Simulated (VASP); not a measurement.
Write the native input for VASP 6.6.1 that does the following.

```
Task                   : single point
Functional             : PBEsol
Potentials or basis    : VASP PAW PBE potentials, release 64 (Ge_d)
Cutoff                 : 520 eV
k mesh                 : 9 × 9 × 1
Occupations            : gaussian, width 0.1 eV
Spin                   : no spin polarisation
Dipole correction      : yes
Further INCAR settings : ALGO = Fast; EDIFF = 1e-07; NBANDS = 81
```

The structure of Ge lies in POSCAR:

```
Ge
1.0
    3.9969678637      0.0000000000      0.0000000000
   -1.9984839318      3.4614757080      0.0000000000
    0.0000000000      0.0000000000     29.0227094314
Ge
10
Direct
    0.3333333333      0.6666666667      0.2584183264
    0.6666666667      0.3333333333      0.2870159030
    0.6666666667      0.3333333333      0.3720597691
    0.3333333333      0.6666666667      0.4006573456
    0.3333333333      0.6666666667      0.4857012117
    0.6666666667      0.3333333333      0.5142987883
    0.6666666667      0.3333333333      0.5993426544
    0.3333333333      0.6666666667      0.6279402309
    0.3333333333      0.6666666667      0.7129840970
    0.6666666667      0.3333333333      0.7415816736
```

This cell differs from its parent crystal: atoms taken out.

One way to write it, as run:

INCAR

```
SYSTEM = Ge
PREC = Accurate ; ENCUT = 520
EDIFF = 1E-7 ; ISMEAR = 0
SIGMA = 0.1 ; LREAL = .False.
LASPH = .True. ; NELM = 60
ALGO = Fast ; ISIF = 2
LWAVE = .False. ; LCHARG = .False.
LDIPOL = .True. ; IDIPOL = 3
DIPOL = 0.5 0.5 0.500 ; GGA = PS
NBANDS = 81
```

KPOINTS

```
Automatic mesh
0
Gamma
  9 9 1
  0 0 0
```

Potentials or basis: VASP PAW PBE potentials, release 64 (Ge_d).

Launch:

```sh
$ cat potpaw_PBE.64/Ge_d/POTCAR > POTCAR
$ mpirun -np 1 vasp_std > vasp.out
```

It gave:

- Largest force: 0.217 eV/Å
- Band gap on the k mesh: zero (bands 70 and 71 overlap by 0.58 eV)

Caveat: the cell differs from its parent crystal (atoms taken out); the PAW data sets were made with another functional, which shifts forces and pressure a little.

It took 18 min on 1 thread of Oxide Virtual Turin-like Processor, with other jobs on the host, peak memory 0.56 GiB.
